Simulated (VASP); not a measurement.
A run of VASP 6.6.1 is set up as follows.

File INCAR:

```
PREC = Accurate ; ENCUT = 520
EDIFF = 1E-7 ; ISMEAR = 0
SIGMA = 0.1 ; LREAL = F
LASPH = T ; NELM = 80
ALGO = Normal ; ISIF = 2
LWAVE = F ; LCHARG = F
GGA = PE ; IVDW = 12
NBANDS = 11
```

File KPOINTS:

```
regular mesh
0
Gamma
  18 18 10
```

File POSCAR:

```
Si
1.0
    2.6655775094      0.0000000000      0.0000000000
   -1.3327887547      2.3084578389      0.0000000000
    0.0000000000      0.0000000000      4.5062692700
Si
2
Direct
    0.3333333300      0.6666666700      0.2500000000
    0.6666666700      0.3333333300      0.7500000000
```

Potentials or basis: VASP PAW PBE potentials, release 64 (Si).

Run with:

```console
$ cat potpaw_PBE.64/Si/POTCAR > POTCAR
$ mpirun -np 1 vasp_std > vasp.out
```

(1) Estimate the pressure.

(2) What does it give for the band gap on the k mesh?

Results:

(1) -2.1 GPa.

(2) zero (bands 4 and 5 overlap by 12.81 eV).
